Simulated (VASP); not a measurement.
# WS2 (Cm) in VASP: a series of runs

Runs on WS2. Level: PBEsol+D3(BJ). Tasks: single point.

All numbers are computed with VASP 6.6.1; they aren't measurements. Logs are shortened: lines on timing, memory, paths and dates and some standing lists are left out, and cuts for length are marked.

## 1. The cell of the first run

Symmetry: Cm, No. 8, monoclinic system. Conventional cell: a = 5.470 Å, b = 3.158 Å, c = 6.427 Å, α = 90.00°, β = 106.48°, γ = 90.00°. W (site symmetry m) has 6 S at 2.19 to 2.74 Å within 2.9 Å. Within 2.9 Å of S (site symmetry m) lie 3 W at 2.19 to 2.54 Å. S (site symmetry m) has 3 W at 2.42 to 2.74 Å and 7 S at 3.13 to 3.16 Å within 3.2 Å.

## 2. Single point, PBEsol+D3(BJ) (atom 1 (W) moved by (+0.300, +0.150) A along y and z)

Contents of INCAR:

```
ALGO = Normal
EDIFF = 1E-6
ENCUT = 520
GGA = PS
ISIF = 2
ISMEAR = 0
IVDW = 12
LASPH = True
LCHARG = False
LREAL = False
LWAVE = False
NBANDS = 20
NELM = 60
PREC = Accurate
SIGMA = 0.05
```

Contents of KPOINTS:

```
k-points
0
Gamma
  12 12 12
```

Contents of POSCAR:

```
WS2
1.0
    1.5790003843      0.9116362969      6.1633300000
   -1.5790003843      0.9116362969      6.1633300000
    0.0000000000     -1.8232725938      6.1633300000
W S
1 2
Direct
    0.0629589316      0.0629589316     -0.1015803704
    0.7503000000      0.7503000000      0.7503000000
    0.5810000000      0.5810000000      0.5810000000
```

Potentials or basis: VASP PAW PBE potentials, release 64 (W_sv, S).

Started as:

```console
$ cat potpaw_PBE.64/W_sv/POTCAR potpaw_PBE.64/S/POTCAR > POTCAR
$ mpirun -np 1 vasp_std > vasp.out
```

OUTCAR:

```text
EDIFF = 1E-6
   ENCUT = 520
   GGA = PS
   ISIF = 2
   ISMEAR = 0
   IVDW = 12
   LASPH = True
   LREAL = False
   NELM = 60
   PREC = Accurate
 IVDW          = 12

 ion  position               nearest neighbor table
   1  0.063  0.063  0.898-   2 2.19   2 2.19   3 2.42   3 2.42   2 2.54   3 2.74
   2  0.750  0.750  0.750-   1 2.19   1 2.19   1 2.54
   3  0.581  0.581  0.581-   1 2.42   1 2.42   1 2.74

  LATTYP: Found a trigonal (rhomboedric) cell.
 ALAT       =     6.4273602389
 COS(alpha) =     0.8792939096

  Lattice vectors:

 A1 = (   1.5790003843,   0.9116362969,   6.1633300000)
 A2 = (  -1.5790003843,   0.9116362969,   6.1633300000)
 A3 = (   0.0000000000,  -1.8232725938,   6.1633300000)

Analysis of symmetry for initial positions (statically):
=====================================================================
 Subroutine PRICEL returns:
 Original cell was already a primitive cell.

 Routine SETGRP: Setting up the symmetry group for a
 trigonal (rhombohedral) supercell.

 Subroutine GETGRP returns: Found  2 space group operations
 (whereof  2 operations were pure point group operations)
 out of a pool of 12 trial point group operations.

The static configuration has the point symmetry C_1h.

Analysis of symmetry for dynamics (positions and initial velocities):
=====================================================================
 Subroutine PRICEL returns:
 Original cell was already a primitive cell.

 Routine SETGRP: Setting up the symmetry group for a
 trigonal (rhombohedral) supercell.

 Subroutine GETGRP returns: Found  2 space group operations
 (whereof  2 operations were pure point group operations)
 out of a pool of 12 trial point group operations.

The dynamic configuration has the point symmetry C_1h.

 Subroutine INISYM returns: Found  2 space group operations
 (whereof  2 operations are pure point group operations),
 and found     1 'primitive' translations

----------------------------------------------------------------------------------------

                                     Primitive cell

  volume of cell :      53.2317

  direct lattice vectors                    reciprocal lattice vectors
     1.579000384  0.911636297  6.163330000     0.316656034  0.182821447  0.054083318
    -1.579000384  0.911636297  6.163330000    -0.316656034  0.182821447  0.054083318
     0.000000000 -1.823272594  6.163330000     0.000000000 -0.365642893  0.054083318

  length of vectors
     6.427360239  6.427360239  6.427360239     0.369621064  0.369621064  0.369621064

  position of ions in fractional coordinates (direct lattice)
     0.062958932  0.062958932  0.898419630
     0.750300000  0.750300000  0.750300000
     0.581000000  0.581000000  0.581000000

  ion indices of the primitive-cell ions
   primitive index   ion index
                 1           1
                 2           2
                 3           3

----------------------------------------------------------------------------------------

 KPOINTS: k-points

Automatic generation of k-mesh.
 Grid dimensions read from file:
 generate k-points for:   12   12   12

 Generating k-lattice:

  Cartesian coordinates                     Fractional coordinates (reciprocal lattice)
     0.026388003  0.015235121  0.004506943     0.083333333  0.000000000  0.000000000
    -0.026388003  0.015235121  0.004506943     0.000000000  0.083333333  0.000000000
     0.000000000 -0.030470241  0.004506943     0.000000000  0.000000000  0.083333333

  Length of vectors
     0.030801755  0.030801755  0.030801755

  Shift w.r.t. Gamma in fractional coordinates (k-lattice)
     0.000000000  0.000000000  0.000000000

 Subroutine IBZKPT returns following result:
 ===========================================

 Found    476 irreducible k-points:

 Following reciprocal coordinates:
            Coordinates               Weight
  0.000000  0.000000  0.000000      1.000000
  0.083333  0.000000  0.000000      4.000000
  0.000000  0.000000  0.083333      2.000000
  0.166667  0.000000  0.000000      4.000000
 -0.000000 -0.000000  0.166667      2.000000
  0.250000  0.000000  0.000000      4.000000
[... 16 lines left out ...]
 -0.333333 -0.000000 -0.083333      4.000000
  0.083333  0.000000  0.333333      4.000000
 [... further k-points ...]
   k-points           NKPTS =    476   k-points in BZ     NKDIM =    476   number of bands    NBANDS=     20
   number of dos      NEDOS =    301   number of ions     NIONS =      3
   total plane-waves  NPLWV = 110592
   dimension x,y,z NGX =    48 NGY =   48 NGZ =   48
   dimension x,y,z NGXF=    96 NGYF=   96 NGZF=   96
   ions per type =               1   2
   NGX,Y,Z   is equivalent  to a cutoff of  12.42, 12.42, 12.42 a.u.
   NGXF,Y,Z  is equivalent  to a cutoff of  24.83, 24.83, 24.83 a.u.
 SYSTEM =  unknown system
   PREC   = accura    normal or accurate (medium, high low for compatibility)
   ISTART =      0    job   : 0-new  1-cont  2-samecut
   ICHARG =      2    charge: 1-file 2-atom 10-const
   ISPIN  =      1    spin polarized calculation?
   LNONCOLLINEAR =      F non collinear calculations
   LSORBIT =      F    spin-orbit coupling
   LASPH  =      T    aspherical Exc in radial PAW
   ENCUT  =  520.0 eV  38.22 Ry    6.18 a.u.  11.95 11.95 11.95*2*pi/ulx,y,z
   NELM   =     60;   NELMIN=  2; NELMDL= -5     # of ELM steps
   EDIFF  = 0.1E-05   stopping-criterion for ELM
   LREAL  =      F    real-space projection
   EDIFFG = 0.1E-04   stopping-criterion for IOM
   NSW    =      0    number of steps for IOM
   IBRION =     -1    ionic relax: 0-MD 1-quasi-New 2-CG
   NFREE  =      0    steps in history (QN), initial steepest desc. (CG)
   ISIF   =      2    stress and relaxation
   ISYM   =      2    0-nonsym 1-usesym 2-fastsym
   POTIM  = 0.5000    time-step for ionic-motion
   TEBEG  =    0.0;   TEEND  =   0.0 temperature during run
   PSTRESS=    0.0 pullay stress
   NELECT =      26.0000    total number of electrons
   NUPDOWN=      -1.0000    fix difference up-down
   EMIN   =  10.00;   EMAX   =-10.00  energy-range for DOS
   EFERMI =   0.00;   METHOD = LEGACY
   ISMEAR =     0;   SIGMA  =   0.05  broadening in eV -4-tet -1-fermi 0-gaus
   EFERMI_NEDOS =   21; number of points for ismear=-14 and -15
   IALGO  =     38    algorithm
   IMIX   =      4    mixing-type and parameters
     AMIX     =   0.40;   BMIX     =  1.00
     AMIX_MAG =   1.60;   BMIX_MAG =  1.00
  volume/ion in A,a.u.               =      17.74       119.74
  Fermi-wavevector in a.u.,A,eV,Ry     =   1.289266  2.436359 22.615688  1.662206
  Thomas-Fermi vector in A             =   2.421169
   LORBIT       =      0    0 simple, 1 ext, 2 COOP (PROOUT), +10 PAW based schemes
   GGA     = PS    functional components
   LHFCALC =     F    Hartree Fock is set to
   AEXX    =    0.0000 exact exchange contribution
   IVDW    =    12    specifies the selected vdW correction
   LEPSILON=     F    determine dielectric tensor
   LRPA    =     F    only Hartree local field effects (RPA)
 non-spin polarized calculation
 Gauss-broadening in eV      SIGMA  =   0.05
  energy-cutoff  :      520.00
  volume of cell :       53.23
 maximum number of plane-waves:      1450
   NGX = 23   NGY = 23   NGZ = 23

 number of electron      26.0000000 magnetization

 Free energy of the ion-electron system (eV)
  ---------------------------------------------------
  ext. energy  EPLUGINS =         0.00000000
  ---------------------------------------------------
  free energy    TOTEN  =       -23.89083828 eV

  energy without entropy =      -23.89083828  energy(sigma->0) =      -23.89083828

 E-fermi :   7.6836     XC(G=0): -11.1084

 val. band max:        7.4982821490   @ k =   0.5000   0.5000   0.5000
 cond. band min:       7.8732011907   @ k =   0.1667   0.0000  -0.1667
 fundamental gap:      0.3749190417
 Fermi energy:         7.6835672338

 k-point     1 :       0.0000    0.0000    0.0000
  band No.  band energies     occupation
      1     -67.1733      2.00000
      2     -31.5242      2.00000
      3     -31.3618      2.00000
      4     -31.2274      2.00000
      5      -8.3601      2.00000
      6      -6.2138      2.00000
[... 12 lines left out ...]
     19      15.0963      0.00000
     20      15.5287      0.00000

 k-point     2 :       0.0833    0.0000    0.0000
  band No.  band energies     occupation
      1     -67.1719      2.00000
      2     -31.5197      2.00000
      3     -31.3847      2.00000
      4     -31.2370      2.00000
      5      -8.2346      2.00000
      6      -6.1870      2.00000
[... 12 lines left out ...]
     19      15.6295      0.00000
     20      15.7903      0.00000

 k-point     3 :       0.0000    0.0000    0.0833
  band No.  band energies     occupation
      1     -67.1720      2.00000
      2     -31.5204      2.00000
      3     -31.3675      2.00000
      4     -31.2512      2.00000
      5      -8.2542      2.00000
      6      -6.1594      2.00000
[... 12 lines left out ...]
     19      15.3307      0.00000
     20      15.5657      0.00000

 k-point     4 :       0.1667    0.0000    0.0000
  band No.  band energies     occupation
      1     -67.1683      2.00000
      2     -31.5082      2.00000
      3     -31.4490      2.00000
      4     -31.2596      2.00000
      5      -7.8781      2.00000
      6      -6.1087      2.00000
[... 12 lines left out ...]
     19      16.1212      0.00000
     20      16.3310      0.00000

 k-point     5 :      -0.0000   -0.0000    0.1667
  band No.  band energies     occupation
      1     -67.1686      2.00000
      2     -31.5106      2.00000
      3     -31.3830      2.00000
      4     -31.3154      2.00000
      5      -7.9551      2.00000
      6      -6.0008      2.00000
[... 12 lines left out ...]
     19      15.3353      0.00000
     20      16.0473      0.00000
[... 353 lines left out ...]
      6      -5.8994      2.00000
[... 12 lines left out ...]
     19      15.7195      0.00000
     20      16.1931      0.00000

 k-point    22 :       0.3333    0.0833   -0.0000
  band No.  band energies     occupation
      1     -67.1605      2.00000
      2     -31.5748      2.00000
      3     -31.4777      2.00000
      4     -31.3249      2.00000
      5      -7.0349      2.00000
      6      -5.8256      2.00000
[... 12 lines left out ...]
     19      15.4773      0.00000
     20      15.7708      0.00000

 k-point    23 :      -0.3333   -0.0000   -0.0833
  band No.  band energies     occupation
      1     -67.1603      2.00000
      2     -31.6125      2.00000
      3     -31.4753      2.00000
      4     -31.2969      2.00000
      5      -6.9737      2.00000
      6      -5.9236      2.00000
[... 12 lines left out ...]
     19      15.3275      0.00000
     20      15.6409      0.00000

 k-point    24 :       0.0833    0.0000    0.3333
  band No.  band energies     occupation
      1     -67.1610      2.00000
      2     -31.5024      2.00000
      3     -31.4557      2.00000
      4     -31.4061      2.00000
      5      -7.1876      2.00000
      6      -5.6276      2.00000
[... 12 lines left out ...]
     19      15.2945      0.00000
     20      15.6989      0.00000

 [... further k-points ...]

------------------------ aborting loop because EDIFF is reached ----------------------------------------

 Edisp (eV)   -1.15322

 E8    (eV) :    -0.7473

  FORCE on cell =-STRESS in cart. coord.  units (eV):
  Direction    XX          YY          ZZ          XY          YZ          ZX
  --------------------------------------------------------------------------------------
  -------------------------------------------------------------------------------------
  Total       3.92182    -2.10696     2.42599     0.00000     1.70664     0.00000
  in kB     118.03955   -63.41577    73.01772     0.00000    51.36662     0.00000
  external pressure =       42.55 kB  Pullay stress =        0.00 kB

 VOLUME and BASIS-vectors are now :
 -----------------------------------------------------------------------------
  energy-cutoff  :      520.00
  volume of cell :       53.23
      direct lattice vectors                 reciprocal lattice vectors
     1.579000384  0.911636297  6.163330000     0.316656034  0.182821447  0.054083318
    -1.579000384  0.911636297  6.163330000    -0.316656034  0.182821447  0.054083318
     0.000000000 -1.823272594  6.163330000     0.000000000 -0.365642893  0.054083318

 POSITION                                       TOTAL-FORCE (eV/Angst)
 -----------------------------------------------------------------------------------
      0.00000     -1.52327      6.31333         0.000000     -5.647739     -5.753567
      0.00000      0.00000     13.87304         0.000000      3.668508      4.371071
      0.00000      0.00000     10.74268         0.000000      1.979231      1.382496
 -----------------------------------------------------------------------------------
    total drift:                                0.000000     -0.000212     -0.000501

  FREE ENERGIE OF THE ION-ELECTRON SYSTEM (eV)
  ---------------------------------------------------
  free  energy   TOTEN  =       -25.0440600846 eV

  energy  without entropy=      -25.0440600846  energy(sigma->0) =      -25.04406008
```

Run time: 30 min. Hardware: 1 thread of Intel Xeon 8259CL, shared host; peak memory 0.68 GiB.

What came out:

```
Free energy                : -25.0441 eV
Pressure                   : 4.3 GPa
Largest force              : 8.062 eV/Å
Band gap on the k mesh     : 0.37 eV (least direct gap 0.64 eV)
Dispersion energy per atom : -0.384 eV
```

Forces in eV/Å, atoms in the order of the input:
```
W    0.000 -5.648 -5.754
S    0.000  3.669  4.371
S    0.000  1.979  1.382
```

Caveat: the cell differs from its parent crystal (atom 1 (W) moved by (+0.300, +0.150) A along y and z); the cell stands under pressure; the PAW data sets were made with another functional, which shifts forces and pressure a little; spin-orbit coupling is left out, which moves the levels of the heavy elements. A k mesh can miss the band edges.

## 3. Single point, PBEsol+D3(BJ) (atom 1 (W) moved by (-0.150, -0.150) A along y and z)

Contents of INCAR:

```
SYSTEM = WS2
ALGO = Normal
EDIFF = 1E-7
ENCUT = 520
GGA = PS
ISIF = 2
ISMEAR = 0
IVDW = 12
LASPH = .True.
LCHARG = .True.
LELF = .True.
LREAL = .False.
LVHAR = .True.
LWAVE = .False.
NBANDS = 20
NELM = 100
PREC = Accurate
SIGMA = 0.05
```

Contents of KPOINTS:

```
k-points
0
Gamma
  12 12 12
  0 0 0
```

POSCAR: that of step 2 with these lines changed.

```diff
@@ -8,3 +8,3 @@
 Direct
-    0.0629589316      0.0629589316     -0.1015803704
+   -0.0355357146     -0.0355357146      0.0467339364
     0.7503000000      0.7503000000      0.7503000000
```

Potentials or basis: VASP PAW PBE potentials, release 64 (W_sv, S).

Started as:

```console
$ cat potpaw_PBE.64/W_sv/POTCAR potpaw_PBE.64/S/POTCAR > POTCAR
$ mpirun -np 1 vasp_std > vasp.out
```

It took 31 min on 1 thread of Intel Xeon 8259CL, shared host; peak memory 0.67 GiB.

It converged, with:

```
Free energy                : -25.8849 eV
Pressure                   : -0.6 GPa
Largest force              : 5.583 eV/Å
Band gap on the k mesh     : 0.59 eV (least direct gap 1.29 eV)
Dispersion energy per atom : -0.385 eV
```

Forces on the atoms (eV/Å):
```
W    0.000  3.451  4.388
S    0.000 -1.156 -1.616
S    0.000 -2.296 -2.772
```

Stress tensor (GPa, compression positive):
```
-5.08  0.00  0.00
 0.00  2.72  4.02
 0.00  4.02  0.47
```

Levels at points of the mesh, in eV from the valence-band top:
```tsv
k point	band 11	band 12	band 13	band 14	band 15	band 16
(0.00, 0.00, 0.00)	-2.08	-1.54	-0.74	1.27	1.78	2.88
(0.50, 0.00, 0.00)	-2.66	-2.08	-1.12	2.13	2.21	2.97
(0.00, 0.00, 0.50)	-2.96	-2.05	-1.69	2.02	2.41	3.57
(0.50, 0.50, 0.00)	-3.48	-1.97	-1.89	2.00	2.67	3.28
(0.50, 0.00, 0.50)	-3.05	-2.24	-1.17	2.13	2.36	2.74
(0.50, 0.50, 0.50)	-2.56	-1.49	0.00	1.29	1.68	2.77
```

Caveat: the cell differs from its parent crystal (atom 1 (W) moved by (-0.150, -0.150) A along y and z); the PAW data sets were made with another functional, which shifts forces and pressure a little; spin-orbit coupling is left out, which moves the levels of the heavy elements.

## 4. Single point, PBEsol+D3(BJ) (atom 1 (W) moved by (-0.300, -0.300) A along y and z)

Contents of INCAR:

```
SYSTEM = WS2
  PREC = Accurate
  ENCUT = 520
  EDIFF = 1E-7
  ISMEAR = 0
  SIGMA = 0.05
  LREAL = .FALSE.
  LASPH = .TRUE.
  NELM = 100
  ALGO = Normal
  ISIF = 2
  LWAVE = .FALSE.
  LCHARG = .FALSE.
  GGA = PS
  IVDW = 12
  NBANDS = 20
```

Contents of KPOINTS:

```
Automatic mesh
0
G
  12 12 12
  0 0 0
```

POSCAR: that of step 3 with these lines changed.

```diff
@@ -8,3 +8,3 @@
 Direct
-   -0.0355357146     -0.0355357146      0.0467339364
+   -0.0710714293     -0.0710714293      0.0934678728
     0.7503000000      0.7503000000      0.7503000000
```

Started as:

```console
$ cat potpaw_PBE.64/W_sv/POTCAR potpaw_PBE.64/S/POTCAR > POTCAR
$ mpirun -np 1 vasp_std > vasp.out
```

Run time: 9.8 min. Hardware: 1 thread of Intel Xeon 6975P-C (Granite Rapids), shared host; peak memory 0.67 GiB.

Results (log left out):

| Property | Result |
| --- | --- |
| Free energy | -23.9589 eV |
| Pressure | 11.9 GPa |
| Largest force | 13.150 eV/Å |
| Dispersion energy per atom | -0.384 eV |

Forces on the atoms (eV/Å):
```
W    0.000  8.333 10.172
S    0.000 -1.192 -2.324
S    0.000 -7.141 -7.849
```

Stress tensor (GPa, compression positive):
```
-2.17  0.00  0.00
 0.00 24.42 20.84
 0.00 20.84 13.45
```

Levels at points of the mesh, in eV from the Fermi level:
```tsv
k point	band 10	band 11	band 12	band 13	band 14	band 15	band 16	band 17
(0.00, 0.00, 0.00)	-3.14	-2.29	-0.84	-0.05	0.41	1.18	3.16	3.33
(0.50, 0.00, 0.00)	-4.87	-3.06	-1.84	-0.45	1.22	1.72	2.75	3.60
(0.00, 0.00, 0.50)	-4.44	-3.37	-2.43	-1.49	1.53	1.92	3.38	3.52
(0.50, 0.50, 0.00)	-4.39	-3.76	-2.43	-1.65	1.52	2.17	2.98	3.91
(0.50, 0.00, 0.50)	-4.93	-3.13	-2.14	-0.58	1.35	1.67	2.68	4.22
(0.50, 0.50, 0.50)	-4.16	-2.31	-0.79	-0.04	0.43	1.31	3.02	3.36
```

Caveat: the cell differs from its parent crystal (atom 1 (W) moved by (-0.300, -0.300) A along y and z); the cell stands under pressure; the PAW data sets were made with another functional, which shifts forces and pressure a little; spin-orbit coupling is left out, which moves the levels of the heavy elements.

## 5. Summary

| cell | gap on the mesh (eV) | pressure (GPa) | largest force (eV/Å) |
| --- | --- | --- | --- |
| as given, atomic positions A | 0.37 | 4.3 | 8.06 |
| as given, atomic positions B | 0.59 | -0.6 | 5.58 |
| as given, atomic positions C | - | 11.9 | 13.15 |

Alike in all rows: task single point; level PBEsol+D3(BJ); potentials or basis VASP PAW PBE potentials, release 64 (W_sv, S); no spin polarisation; k mesh 12 × 12 × 12; cutoff (eV) 520; smearing gaussian 0.05 eV.

Caveats: the PAW data sets were made with another functional, which shifts forces and pressure a little; spin-orbit coupling is left out, which moves the levels of the heavy elements; the cell stands under pressure (at least some runs).

Absolute energies hang on the potentials; compare differences alone.
